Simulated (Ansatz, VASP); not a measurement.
# Two plane-wave programs on ZnSe

File INCAR:

```
SYSTEM = ZnSe
ALGO = Normal
EDIFF = 1E-6
ENCUT = 500
GGA = PS
GGA_COMPAT = .False.
ISIF = 2
ISMEAR = 0
LASPH = .True.
LCHARG = .False.
LREAL = .False.
LWAVE = .False.
NBANDS = 26
NELM = 120
PREC = Accurate
SIGMA = 0.05
```

The input KPOINTS:

```
k-points
0
Gamma
  8 8 6
  0 0 0
```

File POSCAR:

```
ZnSe
1.0
    4.1267681125      0.0000000000      0.0000000000
    0.0000000000      4.1267681125      0.0000000000
    0.0000000000      0.0000000000      5.6668557270
Zn Se
2 2
Direct
    0.0000000000      0.0000000000      0.0000000000
    0.5000000000      0.5000000000      0.0000000000
    0.0000000000      0.5000000000      0.2681677028
    0.5000000000      0.0000000000      0.7318322972
```

Input for Ansatz:

```yaml
crystal:
  lattice:
    - [4.1267681125, 0.0, 0.0]
    - [0.0, 4.1267681125, 0.0]
    - [0.0, 0.0, 5.666855727]
  atoms:
    - { symbol: Zn, position: [0.0, 0.0, 0.0] }
    - { symbol: Zn, position: [0.5, 0.5, 0.0] }
    - { symbol: Se, position: [0.0, 0.5, 0.2681677028] }
    - { symbol: Se, position: [0.5, 0.0, 0.7318322972] }
basis:
  ecutwfc: 520.0
kpoints:
  mp_grid: { grid: [8, 8, 6] }
hamiltonian:
  xc: pbesol
  pseudopotentials: { kind: paw, azcp: { folder: soft_1 } }
scf:
  occupations: { method: gaussian, width: 0.05 }
output:
  forces: true
  stress: true
  eigenvalues: true
```

Change from the starting cell: mode 11 frozen in at +0.000 Å, equal normal strain along x, y and z +0.0250.

Alike in both runs: task single point; functional PBEsol; k mesh 8 × 8 × 6; occupations gaussian, width 0.05 eV; no spin polarisation.

|  | VASP | Ansatz |
| --- | --- | --- |
| version | VASP 6.6.1 | Ansatz 0.2.0 |
| potentials or method | VASP PAW PBE potentials, release 64 (Zn, Se), cutoff 500 eV | scalar-relativistic, plane waves, PAW |
| valence electrons in the cell | 36 | 56 |

```tsv
	VASP	Ansatz	Ansatz less VASP
gap on the k mesh at the Fermi level (eV)	1.59	1.58	-0.002
least direct gap on the mesh (eV)	1.59	1.58	-0.002
pressure (GPa)	-3.8	-4.0	-0.19
traceless stress, the component that is largest in VASP (GPa)	0.21	0.20	-0.016
rms of the force components (eV/Å)	0.259	0.276	+0.0171
```

VASP's potentials were made for PBE, not for PBEsol, and Ansatz warns of the same on its side. Atom by atom the forces differ by 0.017 eV/Å (rms over components). VASP's potentials hold 36 valence electrons a cell and Ansatz's 56, so a difference there can come from the potentials and not from the codes.
